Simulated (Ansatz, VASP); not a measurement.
B: VASP beside Ansatz

```
B
1.0
     2.90428    1.67679    4.00360
    -2.90428    1.67679    4.00360
     0.00000   -3.35357    4.00360
B
15
Cartesian
  0.0000 0.0000 6.0054
  1.4691 -0.8482 7.6661
  0.0000 1.6964 7.6661
  -1.4691 -0.8482 7.6661
  -1.4691 0.8482 4.3447
  1.4691 0.8482 4.3447
  0.0000 -1.6964 4.3447
  -0.9430 0.5445 1.3712
  0.0000 -1.0889 1.3712
  0.9430 0.5445 1.3712
  0.9430 -0.5445 10.6396
  -0.9430 -0.5445 10.6396
  0.0000 1.0889 10.6396
  0.0000 0.0000 7.6216
  0.0000 0.0000 4.3892
```

Alike in both runs: functional PBE; k mesh 9 × 9 × 9; occupations gaussian, width 0.1 eV; no spin polarisation.

Ansatz relaxed the structure, and its values are those at the end. VASP's run is a single point on that final structure, the one shown.

|  | VASP | Ansatz |
| --- | --- | --- |
| version | VASP 6.6.1 | Ansatz 0.2.0 |
| potentials or method | VASP PAW PBE potentials, release 64 (B), cutoff 520 eV | scalar-relativistic, plane waves, PAW |
| valence electrons in the cell | 45 | 45 |

|  | VASP | Ansatz | Ansatz less VASP |
| --- | --- | --- | --- |
| gap on the k mesh at the Fermi level (eV) | none | none | - |
| pressure (GPa) | 0.0 | 0.0 | -0.02 |
| rms of the force components (eV/Å) | 0.009 | 0.006 | -0.0032 |

A gap of «none» marks a metal or a gap that the smearing closes.
